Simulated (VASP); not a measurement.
# PdRh2 (Fm-3m) in VASP: further runs

The runs below take PdRh2 through single point, relaxation of cell and atoms, with PBE.

All numbers are computed with VASP 6.6.1; they aren't measurements. Logs are shortened: lines on timing, memory, paths and dates and some standing lists are left out, and cuts for length are marked.

## Step 1: The cell of the first run

It takes space group Fm-3m (No. 225, cubic). The conventional cell has a = 5.912 Å, b = 5.912 Å, c = 5.912 Å, α = 90.00°, β = 90.00°, γ = 90.00°. Within 3.4 Å of Pd (site symmetry m-3m) lie 8 Rh at 2.56 Å. Rh (site symmetry -43m) has 4 Pd at 2.56 Å and 6 Rh at 2.96 Å within 3.4 Å.

## Step 2: Single point, PBE

File INCAR:

```
PREC     = Accurate       # precision mode
ENCUT    = 520            # plane-wave cutoff, eV
EDIFF    = 1E-6           # SCF threshold, eV
ISMEAR   = 0              # smearing method
SIGMA    = 0.1            # smearing width, eV
LREAL    = F              # projectors in reciprocal space
LASPH    = T              # aspherical terms in the spheres
NELM     = 80             # most SCF steps
ALGO     = Fast           # electronic algorithm
ISIF     = 2              # what is computed and relaxed
LWAVE    = F              # write WAVECAR
LCHARG   = F              # write CHGCAR
GGA      = PE             # functional
NBANDS   = 27             # bands
```

File KPOINTS:

```
regular mesh
0
Gamma
  14 14 14
```

File POSCAR:

```
PdRh2
1.0
    0.0000000000      2.9557978330      2.9557978330
    2.9557978330      0.0000000000      2.9557978330
    2.9557978330      2.9557978330      0.0000000000
Pd Rh
1 2
Direct
    0.0000000000      0.0000000000      0.0000000000
    0.2500000000      0.2500000000      0.2500000000
    0.7500000000      0.7500000000      0.7500000000
```

Potentials or basis: VASP PAW PBE potentials, release 64 (Pd, Rh_pv).

On the command line:

```bash
> cat potpaw_PBE.64/Pd/POTCAR potpaw_PBE.64/Rh_pv/POTCAR > POTCAR
> mpirun -np 1 vasp_std > vasp.out
```

OUTCAR:

```text
PREC = Accurate
   ENCUT = 520
   EDIFF = 1E-6
   ISMEAR = 0
   LREAL = F
   LASPH = T
   NELM = 80
   ISIF = 2
   GGA = PE

 ion  position               nearest neighbor table
   1  0.000  0.000  0.000-   3 2.56   3 2.56   3 2.56   2 2.56   3 2.56   2 2.56   2 2.56   2 2.56

   2  0.250  0.250  0.250-   1 2.56   1 2.56   1 2.56   1 2.56   3 2.96   3 2.96   3 2.96   3 2.96
                             3 2.96   3 2.96
   3  0.750  0.750  0.750-   1 2.56   1 2.56   1 2.56   1 2.56   2 2.96   2 2.96   2 2.96   2 2.96
                             2 2.96   2 2.96

  LATTYP: Found a face centered cubic cell.
 ALAT       =     5.9115956660

  Lattice vectors:

 A1 = (   0.0000000000,   2.9557978330,   2.9557978330)
 A2 = (   2.9557978330,   0.0000000000,   2.9557978330)
 A3 = (   2.9557978330,   2.9557978330,   0.0000000000)

Analysis of symmetry for initial positions (statically):
=====================================================================
 Subroutine PRICEL returns:
 Original cell was already a primitive cell.

 Routine SETGRP: Setting up the symmetry group for a
 face centered cubic supercell.

 Subroutine GETGRP returns: Found 48 space group operations
 (whereof 48 operations were pure point group operations)
 out of a pool of 48 trial point group operations.

The static configuration has the point symmetry O_h .

Analysis of symmetry for dynamics (positions and initial velocities):
=====================================================================
 Subroutine PRICEL returns:
 Original cell was already a primitive cell.

 Routine SETGRP: Setting up the symmetry group for a
 face centered cubic supercell.

 Subroutine GETGRP returns: Found 48 space group operations
 (whereof 48 operations were pure point group operations)
 out of a pool of 48 trial point group operations.

The dynamic configuration has the point symmetry O_h .

 Subroutine INISYM returns: Found 48 space group operations
 (whereof 48 operations are pure point group operations),
 and found     1 'primitive' translations

----------------------------------------------------------------------------------------

                                     Primitive cell

  volume of cell :      51.6481

  direct lattice vectors                    reciprocal lattice vectors
     0.000000000  2.955797833  2.955797833    -0.169159066  0.169159066  0.169159066
     2.955797833  0.000000000  2.955797833     0.169159066 -0.169159066  0.169159066
     2.955797833  2.955797833  0.000000000     0.169159066  0.169159066 -0.169159066

  length of vectors
     4.180129383  4.180129383  4.180129383     0.292992096  0.292992096  0.292992096

  position of ions in fractional coordinates (direct lattice)
     0.000000000  0.000000000  0.000000000
     0.250000000  0.250000000  0.250000000
     0.750000000  0.750000000  0.750000000

  ion indices of the primitive-cell ions
   primitive index   ion index
                 1           1
                 2           2
                 3           3

----------------------------------------------------------------------------------------

 KPOINTS: regular mesh

Automatic generation of k-mesh.
 Grid dimensions read from file:
 generate k-points for:   14   14   14

 Generating k-lattice:

  Cartesian coordinates                     Fractional coordinates (reciprocal lattice)
    -0.012082790  0.012082790  0.012082790     0.071428571  0.000000000  0.000000000
     0.012082790 -0.012082790  0.012082790     0.000000000  0.071428571  0.000000000
     0.012082790  0.012082790 -0.012082790     0.000000000  0.000000000  0.071428571

  Length of vectors
     0.020928007  0.020928007  0.020928007

  Shift w.r.t. Gamma in fractional coordinates (k-lattice)
     0.000000000  0.000000000  0.000000000

 Subroutine IBZKPT returns following result:
 ===========================================

 Found    104 irreducible k-points:

 Following reciprocal coordinates:
            Coordinates               Weight
  0.000000  0.000000  0.000000      1.000000
  0.071429  0.000000  0.000000      8.000000
  0.142857  0.000000  0.000000      8.000000
  0.214286  0.000000  0.000000      8.000000
  0.285714  0.000000  0.000000      8.000000
  0.357143  0.000000  0.000000      8.000000
[... 16 lines left out ...]
  0.214286  0.142857  0.000000     24.000000
  0.285714  0.142857  0.000000     24.000000
 [... further k-points ...]
   k-points           NKPTS =    104   k-points in BZ     NKDIM =    104   number of bands    NBANDS=     27
   number of dos      NEDOS =    301   number of ions     NIONS =      3
   total plane-waves  NPLWV =  32768
   dimension x,y,z NGX =    32 NGY =   32 NGZ =   32
   dimension x,y,z NGXF=    64 NGYF=   64 NGZF=   64
   ions per type =               1   2
   NGX,Y,Z   is equivalent  to a cutoff of  12.73, 12.73, 12.73 a.u.
   NGXF,Y,Z  is equivalent  to a cutoff of  25.45, 25.45, 25.45 a.u.
 SYSTEM =  unknown system
   PREC   = accura    normal or accurate (medium, high low for compatibility)
   ISTART =      0    job   : 0-new  1-cont  2-samecut
   ICHARG =      2    charge: 1-file 2-atom 10-const
   ISPIN  =      1    spin polarized calculation?
   LNONCOLLINEAR =      F non collinear calculations
   LSORBIT =      F    spin-orbit coupling
   LASPH  =      T    aspherical Exc in radial PAW
   ENCUT  =  520.0 eV  38.22 Ry    6.18 a.u.   7.77  7.77  7.77*2*pi/ulx,y,z
   NELM   =     80;   NELMIN=  2; NELMDL= -5     # of ELM steps
   EDIFF  = 0.1E-05   stopping-criterion for ELM
   LREAL  =      F    real-space projection
   EDIFFG = 0.1E-04   stopping-criterion for IOM
   NSW    =      0    number of steps for IOM
   IBRION =     -1    ionic relax: 0-MD 1-quasi-New 2-CG
   NFREE  =      0    steps in history (QN), initial steepest desc. (CG)
   ISIF   =      2    stress and relaxation
   ISYM   =      2    0-nonsym 1-usesym 2-fastsym
   POTIM  = 0.5000    time-step for ionic-motion
   TEBEG  =    0.0;   TEEND  =   0.0 temperature during run
   PSTRESS=    0.0 pullay stress
   NELECT =      40.0000    total number of electrons
   NUPDOWN=      -1.0000    fix difference up-down
   EMIN   =  10.00;   EMAX   =-10.00  energy-range for DOS
   EFERMI =   0.00;   METHOD = LEGACY
   ISMEAR =     0;   SIGMA  =   0.10  broadening in eV -4-tet -1-fermi 0-gaus
   EFERMI_NEDOS =   21; number of points for ismear=-14 and -15
   IALGO  =     68    algorithm
   IMIX   =      4    mixing-type and parameters
     AMIX     =   0.40;   BMIX     =  1.00
     AMIX_MAG =   1.60;   BMIX_MAG =  1.00
  volume/ion in A,a.u.               =      17.22       116.18
  Fermi-wavevector in a.u.,A,eV,Ry     =   1.503408  2.841029 30.752360  2.260235
  Thomas-Fermi vector in A             =   2.614522
   LORBIT       =      0    0 simple, 1 ext, 2 COOP (PROOUT), +10 PAW based schemes
   GGA     = PE    functional components
   LHFCALC =     F    Hartree Fock is set to
   AEXX    =    0.0000 exact exchange contribution
   IVDW    =     0    specifies the selected vdW correction
   LEPSILON=     F    determine dielectric tensor
   LRPA    =     F    only Hartree local field effects (RPA)
 non-spin polarized calculation
 RMM-DIIS sequential band-by-band and
 Gauss-broadening in eV      SIGMA  =   0.10
  energy-cutoff  :      520.00
  volume of cell :       51.65
 maximum number of plane-waves:      1411
   NGX = 15   NGY = 15   NGZ = 15

 number of electron      39.9999990 magnetization

 Free energy of the ion-electron system (eV)
  ---------------------------------------------------
  ext. energy  EPLUGINS =         0.00000000
  ---------------------------------------------------
  free energy    TOTEN  =       -17.54403616 eV

  energy without entropy =      -17.51632492  energy(sigma->0) =      -17.53018054

 E-fermi :   8.1951     XC(G=0): -12.2972

 val. band max:        8.1939981044   @ k =   0.5000   0.1429   0.0714
 cond. band min:       8.1972380950   @ k =   0.0714   0.0000   0.0000
 fundamental gap:      0.0032399906
 Fermi energy:         8.1950575485

 k-point     1 :       0.0000    0.0000    0.0000
  band No.  band energies     occupation
      1     -37.9566      2.00000
      2     -37.9566      2.00000
      3     -37.9566      2.00000
      4     -37.8356      2.00000
      5     -37.8356      2.00000
      6     -37.8356      2.00000
[... 19 lines left out ...]
     26      17.9744      0.00000
     27      19.5748      0.00000

 k-point     2 :       0.0714    0.0000    0.0000
  band No.  band energies     occupation
      1     -37.9551      2.00000
      2     -37.9551      2.00000
      3     -37.9550      2.00000
      4     -37.8375      2.00000
      5     -37.8371      2.00000
      6     -37.8371      2.00000
[... 19 lines left out ...]
     26      17.9941      0.00000
     27      19.5972      0.00000

 k-point     3 :       0.1429    0.0000    0.0000
  band No.  band energies     occupation
      1     -37.9506      2.00000
      2     -37.9506      2.00000
      3     -37.9502      2.00000
      4     -37.8430      2.00000
      5     -37.8416      2.00000
      6     -37.8416      2.00000
[... 19 lines left out ...]
     26      18.0623      0.00000
     27      19.5101      0.00000

 k-point     4 :       0.2143    0.0000    0.0000
  band No.  band energies     occupation
      1     -37.9435      2.00000
      2     -37.9434      2.00000
      3     -37.9428      2.00000
      4     -37.8514      2.00000
      5     -37.8488      2.00000
      6     -37.8488      2.00000
[... 19 lines left out ...]
     26      18.1115      0.00000
     27      19.3770      0.00000
[... 516 lines left out ...]
      4     -37.8638      2.00000
      5     -37.8339      2.00000
      6     -37.8339      2.00000
[... 19 lines left out ...]
     26      17.5200      0.00000
     27      17.8688      0.00000

 k-point    23 :       0.2143    0.1429    0.0000
  band No.  band energies     occupation
      1     -37.9574      2.00000
      2     -37.9574      2.00000
      3     -37.9168      2.00000
      4     -37.8777      2.00000
      5     -37.8348      2.00000
      6     -37.8347      2.00000
[... 19 lines left out ...]
     26      17.4085      0.00000
     27      18.0933      0.00000

 k-point    24 :       0.2857    0.1429    0.0000
  band No.  band energies     occupation
      1     -37.9537      2.00000
      2     -37.9535      2.00000
      3     -37.9025      2.00000
      4     -37.8925      2.00000
      5     -37.8390      2.00000
      6     -37.8386      2.00000
[... 19 lines left out ...]
     26      17.5117      0.00000
     27      18.8508      0.00000

 [... further k-points ...]

------------------------ aborting loop because EDIFF is reached ----------------------------------------

  FORCE on cell =-STRESS in cart. coord.  units (eV):
  Direction    XX          YY          ZZ          XY          YZ          ZX
  --------------------------------------------------------------------------------------
  -------------------------------------------------------------------------------------
  Total       -0.0483173     -0.0483173     -0.0483173     -0.0000000      0.0000000      0.0000000
  in kB       -1.4988535     -1.4988535     -1.4988535     -0.0000000      0.0000000      0.0000000
  external PRESSURE =      -1.4988535 kB  Pullay stress =       0.0000000 kB

 VOLUME and BASIS-vectors are now :
 -----------------------------------------------------------------------------
  energy-cutoff  :      520.00
  volume of cell :       51.65
      direct lattice vectors                 reciprocal lattice vectors
     0.000000000  2.955797833  2.955797833    -0.169159066  0.169159066  0.169159066
     2.955797833  0.000000000  2.955797833     0.169159066 -0.169159066  0.169159066
     2.955797833  2.955797833  0.000000000     0.169159066  0.169159066 -0.169159066

 POSITION                                       TOTAL-FORCE (eV/Angst)
 -----------------------------------------------------------------------------------
      0.00000      0.00000      0.00000         0.000000     -0.000000      0.000000
      1.47790      1.47790      1.47790        -0.000000     -0.000000     -0.000000
      4.43370      4.43370      4.43370         0.000000      0.000000      0.000000
 -----------------------------------------------------------------------------------
    total drift:                               -0.000000     -0.000000      0.000000

  FREE ENERGIE OF THE ION-ELECTRON SYSTEM (eV)
  ---------------------------------------------------
  free  energy   TOTEN  =       -17.5440361555 eV

  energy  without entropy=      -17.5163249237  energy(sigma->0) =      -17.53018054
```

It took 55 s on 1 thread of AMD EPYC 9R45 (Zen 5), shared host; peak memory 0.24 GiB.

What came out:

| Property | Result |
| --- | --- |
| Free energy | -17.5440 eV |
| Pressure | -0.1 GPa |
| Band gap on the k mesh | zero (bands 20 and 21 overlap by 0.46 eV) |

[end of part 1 of 2]
